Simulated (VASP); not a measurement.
# SnO (Pm-3m) in VASP: relaxation of cell and atoms with PBE

Aim: the relaxation of cell and atoms of SnO with PBE.

Program: VASP 6.6.1. These are calculated values, not measurements. Logs are shortened: lines on timing, memory, paths and dates and some standing lists are left out, and cuts for length are marked.

## Step 1: The cell of the first run

It takes space group Pm-3m (No. 221, cubic). The conventional cell has a = 2.501 Å, b = 2.501 Å, c = 2.501 Å, α = 90.00°, β = 90.00°, γ = 90.00°. Within 2.9 Å of Sn (site symmetry m-3m) lie 8 O at 2.17 Å and 6 Sn at 2.50 Å. O (site symmetry m-3m) has 8 Sn at 2.17 Å and 6 O at 2.50 Å within 2.9 Å.

## Step 2: Relaxation of cell and atoms, PBE

INCAR

```
SYSTEM = SnO
PREC = Accurate
ENCUT = 1340
EDIFF = 1E-7
ISMEAR = -1
SIGMA = 0.02
LREAL = .False.
LASPH = .True.
NELM = 120
ALGO = Normal
ISIF = 3
LWAVE = .False.
LCHARG = .False.
GGA = PE
IBRION = 2
NSW = 80
EDIFFG = -0.005
GGA_COMPAT = .False.
NELMIN = 4
```

KPOINTS

```
Automatic mesh
0
Gamma
  10 10 10
  0 0 0
```

POSCAR

```
SnO
1.0
    2.5010628909      0.0000000000      0.0000000000
    0.0000000000      2.5010628909      0.0000000000
    0.0000000000      0.0000000000      2.5010628909
Sn O
1 1
Direct
    0.0000000000      0.0000000000      0.0000000000
    0.5000000000      0.5000000000      0.5000000000
```

Potentials or basis: VASP PAW PBE potentials, release 64 (Sn_d, O_h).

Launch:

```console
> cat potpaw_PBE.64/Sn_d/POTCAR potpaw_PBE.64/O_h/POTCAR > POTCAR
> mpirun -np 1 vasp_std > vasp.out
```

OUTCAR:

```text
SYSTEM = SnO
   PREC = Accurate
   ENCUT = 1340
   EDIFF = 1E-7
   ISMEAR = -1
   LREAL = .False.
   LASPH = .True.
   NELM = 120
   ISIF = 3
   GGA = PE
   IBRION = 2
   NSW = 80
   EDIFFG = -0.005
   NELMIN = 4

 ion  position               nearest neighbor table
   1  0.000  0.000  0.000-   2 2.17   2 2.17   2 2.17   2 2.17   2 2.17   2 2.17   2 2.17   2 2.17

   2  0.500  0.500  0.500-   1 2.17   1 2.17   1 2.17   1 2.17   1 2.17   1 2.17   1 2.17   1 2.17

  LATTYP: Found a simple cubic cell.
 ALAT       =     2.5010628909

  Lattice vectors:

 A1 = (   2.5010628909,   0.0000000000,   0.0000000000)
 A2 = (   0.0000000000,   2.5010628909,   0.0000000000)
 A3 = (   0.0000000000,   0.0000000000,   2.5010628909)

Analysis of symmetry for initial positions (statically):
=====================================================================
 Subroutine PRICEL returns:
 Original cell was already a primitive cell.

 Routine SETGRP: Setting up the symmetry group for a
 simple cubic supercell.

 Subroutine GETGRP returns: Found 48 space group operations
 (whereof 48 operations were pure point group operations)
 out of a pool of 48 trial point group operations.

The static configuration has the point symmetry O_h .

Analysis of symmetry for dynamics (positions and initial velocities):
=====================================================================
 Subroutine PRICEL returns:
 Original cell was already a primitive cell.

 Routine SETGRP: Setting up the symmetry group for a
 simple cubic supercell.

 Subroutine GETGRP returns: Found 48 space group operations
 (whereof 48 operations were pure point group operations)
 out of a pool of 48 trial point group operations.

The dynamic configuration has the point symmetry O_h .

 Subroutine INISYM returns: Found 48 space group operations
 (whereof 48 operations are pure point group operations),
 and found     1 'primitive' translations

----------------------------------------------------------------------------------------

                                     Primitive cell

  volume of cell :      15.6449

  direct lattice vectors                    reciprocal lattice vectors
     2.501062891  0.000000000  0.000000000     0.399830010  0.000000000  0.000000000
     0.000000000  2.501062891  0.000000000     0.000000000  0.399830010  0.000000000
     0.000000000  0.000000000  2.501062891     0.000000000  0.000000000  0.399830010

  length of vectors
     2.501062891  2.501062891  2.501062891     0.399830010  0.399830010  0.399830010

  position of ions in fractional coordinates (direct lattice)
     0.000000000  0.000000000  0.000000000
     0.500000000  0.500000000  0.500000000

  ion indices of the primitive-cell ions
   primitive index   ion index
                 1           1
                 2           2

----------------------------------------------------------------------------------------

 KPOINTS: Automatic mesh

Automatic generation of k-mesh.
 Grid dimensions read from file:
 generate k-points for:   10   10   10

 Generating k-lattice:

  Cartesian coordinates                     Fractional coordinates (reciprocal lattice)
     0.039983001  0.000000000  0.000000000     0.100000000  0.000000000  0.000000000
     0.000000000  0.039983001  0.000000000     0.000000000  0.100000000  0.000000000
     0.000000000  0.000000000  0.039983001     0.000000000  0.000000000  0.100000000

  Length of vectors
     0.039983001  0.039983001  0.039983001

  Shift w.r.t. Gamma in fractional coordinates (k-lattice)
     0.000000000  0.000000000  0.000000000

 Subroutine IBZKPT returns following result:
 ===========================================

 Found     56 irreducible k-points:

 Following reciprocal coordinates:
            Coordinates               Weight
  0.000000  0.000000  0.000000      1.000000
  0.100000  0.000000  0.000000      6.000000
  0.200000  0.000000  0.000000      6.000000
  0.300000  0.000000  0.000000      6.000000
  0.400000  0.000000  0.000000      6.000000
  0.500000  0.000000  0.000000      3.000000
[... 16 lines left out ...]
  0.200000  0.100000  0.100000     24.000000
  0.300000  0.100000  0.100000     24.000000
 [... further k-points ...]
   k-points           NKPTS =     56   k-points in BZ     NKDIM =     56   number of bands    NBANDS=     14
   number of dos      NEDOS =    301   number of ions     NIONS =      2
   total plane-waves  NPLWV =  27000
   dimension x,y,z NGX =    30 NGY =   30 NGZ =   30
   dimension x,y,z NGXF=    60 NGYF=   60 NGZF=   60
   ions per type =               1   1
   NGX,Y,Z   is equivalent  to a cutoff of  19.94, 19.94, 19.94 a.u.
   NGXF,Y,Z  is equivalent  to a cutoff of  39.88, 39.88, 39.88 a.u.
 SYSTEM =  SnO
   PREC   = accura    normal or accurate (medium, high low for compatibility)
   ISTART =      0    job   : 0-new  1-cont  2-samecut
   ICHARG =      2    charge: 1-file 2-atom 10-const
   ISPIN  =      1    spin polarized calculation?
   LNONCOLLINEAR =      F non collinear calculations
   LSORBIT =      F    spin-orbit coupling
   LASPH  =      T    aspherical Exc in radial PAW
   ENCUT  = 1340.0 eV  98.49 Ry    9.92 a.u.   7.47  7.47  7.47*2*pi/ulx,y,z
   NELM   =    120;   NELMIN=  4; NELMDL= -5     # of ELM steps
   EDIFF  = 0.1E-06   stopping-criterion for ELM
   LREAL  =      F    real-space projection
   EDIFFG = -.5E-02   stopping-criterion for IOM
   NSW    =     80    number of steps for IOM
   IBRION =      2    ionic relax: 0-MD 1-quasi-New 2-CG
   NFREE  =      1    steps in history (QN), initial steepest desc. (CG)
   ISIF   =      3    stress and relaxation
   ISYM   =      2    0-nonsym 1-usesym 2-fastsym
   POTIM  = 0.5000    time-step for ionic-motion
   TEBEG  =    0.0;   TEEND  =   0.0 temperature during run
   PSTRESS=    0.0 pullay stress
   NELECT =      20.0000    total number of electrons
   NUPDOWN=      -1.0000    fix difference up-down
   EMIN   =  10.00;   EMAX   =-10.00  energy-range for DOS
   EFERMI =   0.00;   METHOD = LEGACY
   ISMEAR =    -1;   SIGMA  =   0.02  broadening in eV -4-tet -1-fermi 0-gaus
   EFERMI_NEDOS =   21; number of points for ismear=-14 and -15
   IALGO  =     38    algorithm
   IMIX   =      4    mixing-type and parameters
     AMIX     =   0.40;   BMIX     =  1.00
     AMIX_MAG =   1.60;   BMIX_MAG =  1.00
  volume/ion in A,a.u.               =       7.82        52.79
  Fermi-wavevector in a.u.,A,eV,Ry     =   1.776752  3.357575 42.951534  3.156849
  Thomas-Fermi vector in A             =   2.842283
   LORBIT       =      0    0 simple, 1 ext, 2 COOP (PROOUT), +10 PAW based schemes
   GGA     = PE    functional components
   LHFCALC =     F    Hartree Fock is set to
   AEXX    =    0.0000 exact exchange contribution
   IVDW    =     0    specifies the selected vdW correction
   LEPSILON=     F    determine dielectric tensor
   LRPA    =     F    only Hartree local field effects (RPA)
 conjugate gradient relaxation of ions
 non-spin polarized calculation
  energy-cutoff  :     1340.00
  volume of cell :       15.64
 maximum number of plane-waves:      1771
 NGX is ok and might be reduce to    30
   NGX = 15   NGY = 15   NGZ = 15

--------------------------------------- Ionic step        1  -------------------------------------------

 number of electron      20.0000002 magnetization

 Free energy of the ion-electron system (eV)
  ---------------------------------------------------
  ext. energy  EPLUGINS =         0.00000000
  ---------------------------------------------------
  free energy    TOTEN  =        -1.92965989 eV

  energy without entropy =       -1.92881127  energy(sigma->0) =       -1.92923558

 E-fermi :  22.2309     XC(G=0): -15.2467

 val. band max:       22.1441375087   @ k =   0.4000   0.2000   0.1000
 cond. band min:      22.2530011027   @ k =   0.5000   0.2000   0.1000
 fundamental gap:      0.1088635939
 Fermi energy:        22.2309448085

 k-point     1 :       0.0000    0.0000    0.0000
  band No.  band energies     occupation
      1      -4.6011      2.00000
      2      -2.7289      2.00000
      3      -2.7289      2.00000
      4      -0.6219      2.00000
      5      -0.6219      2.00000
      6      -0.6219      2.00000
      7      14.8672      2.00000
      8      14.8672      2.00000
      9      14.8672      2.00000
     10      15.5003      2.00000
     11      30.9159      0.00000
     12      30.9159      0.00000
     13      36.4176      0.00000
     14      36.4176      0.00000
[... 1010 lines left out ...]
 POSITION                                       TOTAL-FORCE (eV/Angst)
 -----------------------------------------------------------------------------------
      0.00000      0.00000      0.00000         0.000000      0.000000      0.000000
      1.56316      1.56316      1.56316        -0.000000      0.000000      0.000000
 -----------------------------------------------------------------------------------
    total drift:                                0.000000      0.000000      0.000000

  FREE ENERGIE OF THE ION-ELECTRON SYSTEM (eV)
  ---------------------------------------------------
  free  energy   TOTEN  =        -9.8245312839 eV

  energy  without entropy=       -9.8242301194  energy(sigma->0) =       -9.82438070

--------------------------------------- Ionic step        7  -------------------------------------------

 number of electron      19.9999995 magnetization

 Free energy of the ion-electron system (eV)
  ---------------------------------------------------
  ext. energy  EPLUGINS =         0.00000000
  ---------------------------------------------------
  free energy    TOTEN  =        -9.82456053 eV

  energy without entropy =       -9.82426222  energy(sigma->0) =       -9.82441138

 E-fermi :   8.4295     XC(G=0): -11.3095

 val. band max:        8.4045059188   @ k =   0.5000   0.1000   0.1000
 cond. band min:       8.5890891983   @ k =   0.5000   0.1000   0.0000
 fundamental gap:      0.1845832795
 Fermi energy:         8.4295396447

 k-point     1 :       0.0000    0.0000    0.0000
  band No.  band energies     occupation
      1     -13.3494      2.00000
      2     -13.3494      2.00000
      3     -12.9934      2.00000
      4     -12.9934      2.00000
      5     -12.9934      2.00000
      6      -9.5724      2.00000
      7       0.9100      2.00000
      8       5.9145      2.00000
      9       5.9145      2.00000
     10       5.9145      2.00000
     11      16.3829      0.00000
     12      16.3829      0.00000
     13      16.3829      0.00000
     14      16.4358      0.00000
[... 413 lines left out ...]
 POSITION                                       TOTAL-FORCE (eV/Angst)
 -----------------------------------------------------------------------------------
      0.00000      3.12399      0.00000        -0.000000     -0.000000      0.000000
      1.56200      1.56200      1.56200         0.000000      0.000000      0.000000
 -----------------------------------------------------------------------------------
    total drift:                                0.000000      0.000000      0.000000

  FREE ENERGIE OF THE ION-ELECTRON SYSTEM (eV)
  ---------------------------------------------------
  free  energy   TOTEN  =        -9.8245605312 eV

  energy  without entropy=       -9.8242622229  energy(sigma->0) =       -9.82441138

 reached required accuracy - stopping structural energy minimisation
```

Wall time 3.8 min (1 thread of AMD EPYC 7R13 (Zen 3), shared host); peak memory 0.19 GiB.

What came out:

```yaml
Free_energy: -9.8246 eV
Relaxed_volume: 15.24 Å³/atom
Relaxed_cell: a = 3.124 Å, b = 3.124 Å, c = 3.124 Å, α = 90.00°, β = 90.00°, γ = 90.00°
Space_group_after_relaxing_to_0.1_Å: Pm-3m (No. 221)
Energy_gained_by_relaxing: 3947.5 meV/atom
Ionic_steps: 7
Pressure_after_relaxing: 0.0 GPa
Band_gap_on_the_k_mesh: zero (bands 10 and 11 overlap by 0.02 eV)
```

The path:
| step | energy change (eV) | largest force (eV/Å) | pressure (GPa) | volume (Å³) |
| --- | --- | --- | --- | --- |
| 1 | 0.0000 | 0.0000 | 313.73 | 15.64 |
| 2 | 0.1885 | 0.0000 | -33.36 | 82.27 |
| 3 | -7.6479 | 0.0000 | -13.13 | 35.85 |
| 4 | -7.8021 | 0.0000 | -8.87 | 33.62 |
| 5 | -7.8938 | 0.0000 | 1.14 | 30.20 |
| 6 | -7.8949 | 0.0000 | -0.19 | 30.56 |
| 7 | -7.8949 | 0.0000 | 0.02 | 30.49 |

Final structure:
```xyz
2
Lattice="3.1240 0.0000 0.0000 0.0000 3.1240 0.0000 0.0000 0.0000 3.1240" Properties=species:S:1:pos:R:3 pbc="T T T"
Sn    0.0000    3.1240    0.0000
O     1.5620    1.5620    1.5620
```

Levels at points of the mesh, in eV from the Fermi level:
| k point | band 7 | band 8 | band 9 | band 10 | band 11 | band 12 | band 13 | band 14 |
| --- | --- | --- | --- | --- | --- | --- | --- | --- |
| (0.00, 0.00, 0.00) | -7.52 | -2.52 | -2.52 | -2.52 | 7.95 | 7.95 | 7.95 | 8.01 |
| (0.50, 0.00, 0.00) | -8.87 | -1.78 | -1.78 | -1.10 | 0.41 | 7.11 | 7.11 | 11.10 |
| (0.50, 0.50, 0.00) | -5.45 | -5.45 | -4.80 | -1.64 | 3.40 | 3.40 | 8.59 | 9.84 |
| (0.50, 0.50, 0.50) | -3.31 | -3.31 | -3.31 | -1.39 | -0.04 | -0.04 | -0.04 | 12.30 |

Caveat: the volume moved by over 15 % at a fixed basis, so the end points are rough; the structure was generated, so it needn't be the stable form of SnO; semilocal functionals underestimate gaps, and a narrow one can read as zero; spin-orbit coupling is left out, which moves the levels of the heavy elements.

The gap in the log of VASP goes by the Fermi energy; the results here count the filled bands.